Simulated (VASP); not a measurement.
# Zr3O (P6_322) in VASP: further runs

Runs on Zr3O. Level: PBEsol. Tasks: single point.

All numbers are computed with VASP 6.6.1; they aren't measurements. Logs are shortened: lines on timing, memory, paths and dates and some standing lists are left out, and cuts for length are marked.

## Step 1: The cell of the first run

The structure is hexagonal, space group P6_322 (No. 182). The conventional cell has a = 5.650 Å, b = 5.650 Å, c = 5.194 Å, α = 90.00°, β = 90.00°, γ = 120.00°. Within 3.0 Å of Zr (site symmetry 2) lie 2 O at 2.27 Å. Within 3.0 Å of O (site symmetry 32) lie 6 Zr at 2.27 Å.

## Step 2: Single point, PBEsol

INCAR

```
ALGO = Normal
EDIFF = 1E-6
ENCUT = 520
GGA = PS
ISIF = 2
ISMEAR = 0
LASPH = True
LCHARG = False
LREAL = False
LWAVE = False
NBANDS = 52
NELM = 100
PREC = Accurate
SIGMA = 0.1
```

KPOINTS

```
k-points
0
Gamma
  6 6 4
```

POSCAR

```
Zr3O
1.0
    5.6499863591      0.0000000000      0.0000000000
   -2.8249931796      4.8930317180      0.0000000000
    0.0000000000      0.0000000000      5.1939135500
Zr O
6 2
Direct
    0.0000000000      0.6605668500      0.5000000000
    0.0000000000      0.3394331500      0.0000000000
    0.6605668500      0.6605668500      0.0000000000
    0.6605668500      0.0000000000      0.5000000000
    0.3394331500      0.3394331500      0.5000000000
    0.3394331500      0.0000000000      0.0000000000
    0.6666666700      0.3333333300      0.7500000000
    0.3333333300      0.6666666700      0.2500000000
```

Potentials or basis: VASP PAW PBE potentials, release 64 (Zr_sv, O).

Run with:

```sh
cat potpaw_PBE.64/Zr_sv/POTCAR potpaw_PBE.64/O/POTCAR > POTCAR
mpirun -np 1 vasp_std > vasp.out
```

OUTCAR:

```text
EDIFF = 1E-6
   ENCUT = 520
   GGA = PS
   ISIF = 2
   ISMEAR = 0
   LASPH = True
   LREAL = False
   NELM = 100
   PREC = Accurate

 ion  position               nearest neighbor table
   1  0.000  0.661  0.500-   8 2.27   7 2.27   2 3.17   2 3.17   6 3.23   6 3.23   3 3.23   3 3.23
                             4 3.23   5 3.23   4 3.23   5 3.23   5 3.32   4 3.32
   2  0.000  0.339  0.000-   7 2.27   8 2.27   1 3.17   1 3.17   4 3.23   4 3.23   5 3.23   5 3.23
                             6 3.23   3 3.23   6 3.23   3 3.23   3 3.32   6 3.32
   3  0.661  0.661  0.000-   8 2.27   7 2.27   5 3.17   5 3.17   1 3.23   1 3.23   4 3.23   4 3.23
                             2 3.23   6 3.23   2 3.23   6 3.23   6 3.32   2 3.32
   4  0.661  0.000  0.500-   7 2.27   8 2.27   6 3.17   6 3.17   2 3.23   2 3.23   3 3.23   3 3.23
                             1 3.23   1 3.23   5 3.23   5 3.23   5 3.32   1 3.32
   5  0.339  0.339  0.500-   7 2.27   8 2.27   3 3.17   3 3.17   2 3.23   2 3.23   6 3.23   6 3.23
                             1 3.23   4 3.23   1 3.23   4 3.23   4 3.32   1 3.32
   6  0.339  0.000  0.000-   8 2.27   7 2.27   4 3.17   4 3.17   1 3.23   1 3.23   5 3.23   5 3.23
                             2 3.23   2 3.23   3 3.23   3 3.23   3 3.32   2 3.32
   7  0.667  0.333  0.750-   2 2.27   4 2.27   1 2.27   6 2.27   5 2.27   3 2.27
   8  0.333  0.667  0.250-   1 2.27   6 2.27   2 2.27   4 2.27   3 2.27   5 2.27

  LATTYP: Found a hexagonal cell.
 ALAT       =     5.6499863591
 C/A-ratio  =     0.9192789539

  Lattice vectors:

 A1 = (   5.6499863591,   0.0000000000,   0.0000000000)
 A2 = (  -2.8249931796,   4.8930317180,   0.0000000000)
 A3 = (   0.0000000000,   0.0000000000,   5.1939135500)

Analysis of symmetry for initial positions (statically):
=====================================================================
 Subroutine PRICEL returns:
 Original cell was already a primitive cell.

 Routine SETGRP: Setting up the symmetry group for a
 hexagonal supercell.

 Subroutine GETGRP returns: Found 12 space group operations
 (whereof  6 operations were pure point group operations)
 out of a pool of 24 trial point group operations.

The static configuration has the point symmetry D_3 .
 The point group associated with its full space group is D_6 .

Analysis of symmetry for dynamics (positions and initial velocities):
=====================================================================
 Subroutine PRICEL returns:
 Original cell was already a primitive cell.

 Routine SETGRP: Setting up the symmetry group for a
 hexagonal supercell.

 Subroutine GETGRP returns: Found 12 space group operations
 (whereof  6 operations were pure point group operations)
 out of a pool of 24 trial point group operations.

The dynamic configuration has the point symmetry D_3 .
 The point group associated with its full space group is D_6 .

 Subroutine INISYM returns: Found 12 space group operations
 (whereof  6 operations are pure point group operations),
 and found     1 'primitive' translations

----------------------------------------------------------------------------------------

                                     Primitive cell

  volume of cell :     143.5887

  direct lattice vectors                    reciprocal lattice vectors
     5.649986359  0.000000000  0.000000000     0.176991578  0.102186135  0.000000000
    -2.824993180  4.893031718  0.000000000     0.000000000  0.204372270  0.000000000
     0.000000000  0.000000000  5.193913550     0.000000000  0.000000000  0.192533047

  length of vectors
     5.649986359  5.649986359  5.193913550     0.204372270  0.204372270  0.192533047

  position of ions in fractional coordinates (direct lattice)
     0.000000000  0.660566850  0.500000000
     0.000000000  0.339433150  0.000000000
     0.660566850  0.660566850  0.000000000
     0.660566850  0.000000000  0.500000000
     0.339433150  0.339433150  0.500000000
     0.339433150  0.000000000  0.000000000
     0.666666670  0.333333330  0.750000000
     0.333333330  0.666666670  0.250000000

  ion indices of the primitive-cell ions
   primitive index   ion index
                 1           1
                 2           2
                 3           3
                 4           4
                 5           5
                 6           6
                 7           7
                 8           8

----------------------------------------------------------------------------------------

 KPOINTS: k-points

Automatic generation of k-mesh.
 Grid dimensions read from file:
 generate k-points for:    6    6    4

 Generating k-lattice:

  Cartesian coordinates                     Fractional coordinates (reciprocal lattice)
     0.029498596  0.017031023  0.000000000     0.166666667  0.000000000  0.000000000
     0.000000000  0.034062045  0.000000000     0.000000000  0.166666667  0.000000000
     0.000000000  0.000000000  0.048133262     0.000000000  0.000000000  0.250000000

  Length of vectors
     0.034062045  0.034062045  0.048133262

  Shift w.r.t. Gamma in fractional coordinates (k-lattice)
     0.000000000  0.000000000  0.000000000

 Subroutine IBZKPT returns following result:
 ===========================================

 Found     21 irreducible k-points:

 Following reciprocal coordinates:
            Coordinates               Weight
  0.000000  0.000000  0.000000      1.000000
  0.166667 -0.000000  0.000000      6.000000
  0.333333  0.000000  0.000000      6.000000
  0.500000  0.000000  0.000000      3.000000
  0.166667  0.166667  0.000000      6.000000
  0.333333  0.166667  0.000000     12.000000
[... 13 lines left out ...]
  0.333333  0.166667  0.500000     12.000000
  0.333333  0.333333  0.500000      2.000000
   k-points           NKPTS =     21   k-points in BZ     NKDIM =     21   number of bands    NBANDS=     52
   number of dos      NEDOS =    301   number of ions     NIONS =      8
   total plane-waves  NPLWV =  70560
   dimension x,y,z NGX =    42 NGY =   42 NGZ =   40
   dimension x,y,z NGXF=    84 NGYF=   84 NGZF=   80
   ions per type =               6   2
   NGX,Y,Z   is equivalent  to a cutoff of  12.36, 12.36, 12.80 a.u.
   NGXF,Y,Z  is equivalent  to a cutoff of  24.72, 24.72, 25.61 a.u.
 SYSTEM =  unknown system
   PREC   = accura    normal or accurate (medium, high low for compatibility)
   ISTART =      0    job   : 0-new  1-cont  2-samecut
   ICHARG =      2    charge: 1-file 2-atom 10-const
   ISPIN  =      1    spin polarized calculation?
   LNONCOLLINEAR =      F non collinear calculations
   LSORBIT =      F    spin-orbit coupling
   LASPH  =      T    aspherical Exc in radial PAW
   ENCUT  =  520.0 eV  38.22 Ry    6.18 a.u.  10.51 10.51  9.66*2*pi/ulx,y,z
   NELM   =    100;   NELMIN=  2; NELMDL= -5     # of ELM steps
   EDIFF  = 0.1E-05   stopping-criterion for ELM
   LREAL  =      F    real-space projection
   EDIFFG = 0.1E-04   stopping-criterion for IOM
   NSW    =      0    number of steps for IOM
   IBRION =     -1    ionic relax: 0-MD 1-quasi-New 2-CG
   NFREE  =      0    steps in history (QN), initial steepest desc. (CG)
   ISIF   =      2    stress and relaxation
   ISYM   =      2    0-nonsym 1-usesym 2-fastsym
   POTIM  = 0.5000    time-step for ionic-motion
   TEBEG  =    0.0;   TEEND  =   0.0 temperature during run
   PSTRESS=    0.0 pullay stress
   NELECT =      84.0000    total number of electrons
   NUPDOWN=      -1.0000    fix difference up-down
   EMIN   =  10.00;   EMAX   =-10.00  energy-range for DOS
   EFERMI =   0.00;   METHOD = LEGACY
   ISMEAR =     0;   SIGMA  =   0.10  broadening in eV -4-tet -1-fermi 0-gaus
   EFERMI_NEDOS =   21; number of points for ismear=-14 and -15
   IALGO  =     38    algorithm
   IMIX   =      4    mixing-type and parameters
     AMIX     =   0.40;   BMIX     =  1.00
     AMIX_MAG =   1.60;   BMIX_MAG =  1.00
  volume/ion in A,a.u.               =      17.95       121.12
  Fermi-wavevector in a.u.,A,eV,Ry     =   1.369182  2.587379 25.506292  1.874660
  Thomas-Fermi vector in A             =   2.495080
   LORBIT       =      0    0 simple, 1 ext, 2 COOP (PROOUT), +10 PAW based schemes
   GGA     = PS    functional components
   LHFCALC =     F    Hartree Fock is set to
   AEXX    =    0.0000 exact exchange contribution
   IVDW    =     0    specifies the selected vdW correction
   LEPSILON=     F    determine dielectric tensor
   LRPA    =     F    only Hartree local field effects (RPA)
 non-spin polarized calculation
 Gauss-broadening in eV      SIGMA  =   0.10
  energy-cutoff  :      520.00
  volume of cell :      143.59
 maximum number of plane-waves:      3883
   NGX = 21   NGY = 21   NGZ = 19

 number of electron      84.0000008 magnetization

 Free energy of the ion-electron system (eV)
  ---------------------------------------------------
  ext. energy  EPLUGINS =         0.00000000
  ---------------------------------------------------
  free energy    TOTEN  =       -76.64746181 eV

  energy without entropy =      -76.62570193  energy(sigma->0) =      -76.63658187

 E-fermi :   9.4160     XC(G=0): -11.6281

 val. band max:        9.4090975921   @ k =   0.0000   0.0000   0.5000
 cond. band min:       9.4212805439   @ k =   0.3333   0.0000   0.5000
 fundamental gap:      0.0121829518
 Fermi energy:         9.4160170116

 k-point     1 :       0.0000    0.0000    0.0000
  band No.  band energies     occupation
      1     -39.3949      2.00000
      2     -39.2452      2.00000
      3     -39.2345      2.00000
      4     -39.2345      2.00000
      5     -39.2214      2.00000
      6     -39.2214      2.00000
[... 44 lines left out ...]
     51      11.8951      0.00000
     52      12.0736      0.00000

 k-point     2 :       0.1667   -0.0000    0.0000
  band No.  band energies     occupation
      1     -39.3849      2.00000
      2     -39.2498      2.00000
      3     -39.2451      2.00000
      4     -39.2409      2.00000
      5     -39.2165      2.00000
      6     -39.2151      2.00000
[... 44 lines left out ...]
     51      11.9247      0.00000
     52      11.9721      0.00000
[... 988 lines left out ...]
     51      12.2825      0.00000
     52      12.2829      0.00000

 k-point    21 :       0.3333    0.3333    0.5000
  band No.  band energies     occupation
      1     -39.2658      2.00000
      2     -39.2658      2.00000
      3     -39.2607      2.00000
      4     -39.2607      2.00000
      5     -39.2505      2.00000
      6     -39.2505      2.00000
[... 44 lines left out ...]
     51      12.4787      0.00000
     52      12.4792      0.00000

------------------------ aborting loop because EDIFF is reached ----------------------------------------

  FORCE on cell =-STRESS in cart. coord.  units (eV):
  Direction    XX          YY          ZZ          XY          YZ          ZX
  --------------------------------------------------------------------------------------
  -------------------------------------------------------------------------------------
  Total       -3.9633854     -3.9633854     -3.3665836      0.0000000      0.0000000      0.0000000
  in kB      -44.2238697    -44.2238697    -37.5646929      0.0000000      0.0000000      0.0000000
  external PRESSURE =     -42.0041441 kB  Pullay stress =       0.0000000 kB

 VOLUME and BASIS-vectors are now :
 -----------------------------------------------------------------------------
  energy-cutoff  :      520.00
  volume of cell :      143.59
      direct lattice vectors                 reciprocal lattice vectors
     5.649986359  0.000000000  0.000000000     0.176991578  0.102186135  0.000000000
    -2.824993180  4.893031718  0.000000000     0.000000000  0.204372270  0.000000000
     0.000000000  0.000000000  5.193913550     0.000000000  0.000000000  0.192533047

 POSITION                                       TOTAL-FORCE (eV/Angst)
 -----------------------------------------------------------------------------------
     -1.86610      3.23217      2.59696         0.049003     -0.084876     -0.000000
     -0.95890      1.66086      0.00000        -0.049003      0.084876     -0.000000
      1.86610      3.23217      0.00000        -0.049003     -0.084876     -0.000000
      3.73219      0.00000      2.59696        -0.098007     -0.000000      0.000000
      0.95890      1.66086      2.59696         0.049003      0.084876     -0.000000
      1.91779      0.00000      0.00000         0.098007     -0.000000     -0.000000
      2.82499      1.63101      3.89544        -0.000000     -0.000000     -0.000000
     -0.00000      3.26202      1.29848        -0.000000     -0.000000      0.000000
 -----------------------------------------------------------------------------------
    total drift:                                0.000058     -0.000080      0.000004

  FREE ENERGIE OF THE ION-ELECTRON SYSTEM (eV)
  ---------------------------------------------------
  free  energy   TOTEN  =       -76.6474618074 eV

  energy  without entropy=      -76.6257019301  energy(sigma->0) =      -76.63658187
```

Wall time 1.7 min (1 thread of Intel Xeon 6975P-C (Granite Rapids), shared host); peak memory 0.3 GiB.

Results:

- Free energy: -76.6475 eV
- Pressure: -4.2 GPa
- Largest force: 0.098 eV/Å
- Band gap on the k mesh: zero (bands 42 and 43 overlap by 0.81 eV)

Forces on the atoms (eV/Å):
```
Zr   0.049 -0.085  0.000
Zr  -0.049  0.085  0.000
Zr  -0.049 -0.085  0.000
Zr  -0.098  0.000  0.000
Zr   0.049  0.085  0.000
Zr   0.098  0.000  0.000
O    0.000  0.000  0.000
O    0.000  0.000  0.000
```

Stress tensor (GPa, compression positive):
```
-4.42  0.00  0.00
 0.00 -4.42  0.00
 0.00  0.00 -3.76
```

Levels at points of the mesh, in eV from the Fermi level:
```csv
k point,band 38,band 39,band 40,band 41,band 42,band 43,band 44,band 45,band 46,band 47
"(0.00, 0.00, 0.00)",-1.38,-0.99,-0.99,0.13,0.65,0.65,0.76,0.83,0.83,1.30
"(0.50, 0.00, 0.00)",-1.43,-1.42,-0.90,-0.65,-0.38,0.56,1.06,1.15,1.32,1.93
"(0.00, 0.00, 0.50)",-1.03,-0.24,-0.24,-0.02,-0.02,-0.01,-0.01,0.01,0.01,1.56
"(0.50, 0.00, 0.50)",-1.07,-0.91,-0.91,-0.44,-0.44,0.12,0.12,1.04,1.04,1.51
```

Caveat: the cell stands under tension; the PAW data sets were made with another functional, which shifts forces and pressure a little.

## Step 3: Single point, PBEsol

This run uses another cell than the first one, of 17.40 Å³/atom.

INCAR

```
SYSTEM = Zr3O
  PREC = Accurate
  ENCUT = 520
  EDIFF = 1E-6
  ISMEAR = 0
  SIGMA = 0.1
  LREAL = .FALSE.
  LASPH = .TRUE.
  NELM = 80
  ALGO = Normal
  ISIF = 2
  LWAVE = .FALSE.
  LCHARG = .FALSE.
  GGA = PS
  NBANDS = 52
```

KPOINTS

```
regular mesh
0
G
  6 6 8
  0 0 0
```

POSCAR

```
Zr3O
1.0
    5.5836031540      0.0000000000      0.0000000000
   -2.7918015770      4.8355421760      0.0000000000
    0.0000000000      0.0000000000      5.1560070149
Zr O
6 2
Direct
    0.0000000000      0.6605667269      0.5000000000
    0.0000000000      0.3394332731      0.0000000000
    0.6605667269      0.6605667269      0.0000000000
    0.6605667269      0.0000000000      0.5000000000
    0.3394332731      0.3394332731      0.5000000000
    0.3394332731      0.0000000000      0.0000000000
    0.6666666667      0.3333333333      0.7500000000
    0.3333333333      0.6666666667      0.2500000000
```

Potentials or basis: VASP PAW PBE potentials, release 64 (Zr_sv, O).

Run with:

```sh
cat potpaw_PBE.64/Zr_sv/POTCAR potpaw_PBE.64/O/POTCAR > POTCAR
mpirun -np 1 vasp_std > vasp.out
```

Run time: 2.2 min. Hardware: 1 thread of Intel Xeon 6975P-C (Granite Rapids), shared host; peak memory 0.35 GiB.

Results (log left out):

```
Free energy            : -76.6946 eV
Pressure               : 0.2 GPa
Largest force          : 0.015 eV/Å
Band gap on the k mesh : zero (bands 42 and 43 overlap by 0.82 eV)
```

Forces on the atoms (eV/Å):
```
Zr  -0.007  0.013  0.000
Zr   0.007 -0.013  0.000
Zr   0.007  0.013  0.000
Zr   0.015  0.000  0.000
Zr  -0.007 -0.013  0.000
Zr  -0.015  0.000  0.000
O    0.000  0.000  0.000
O    0.000  0.000  0.000
```

Levels at points of the mesh, in eV from the Fermi level:
```tsv
k point	band 39	band 40	band 41	band 42	band 43	band 44	band 45	band 46
(0.00, 0.00, 0.00)	-0.96	-0.96	0.20	0.70	0.70	0.76	0.88	0.88
(0.50, 0.00, 0.00)	-1.41	-0.90	-0.59	-0.36	0.59	1.11	1.23	1.39
(0.00, 0.00, 0.50)	-0.18	-0.18	0.00	0.00	0.02	0.02	0.06	0.06
(0.50, 0.00, 0.50)	-0.91	-0.91	-0.42	-0.42	0.15	0.15	1.12	1.12
```

Caveat: the PAW data sets were made with another functional, which shifts forces and pressure a little.
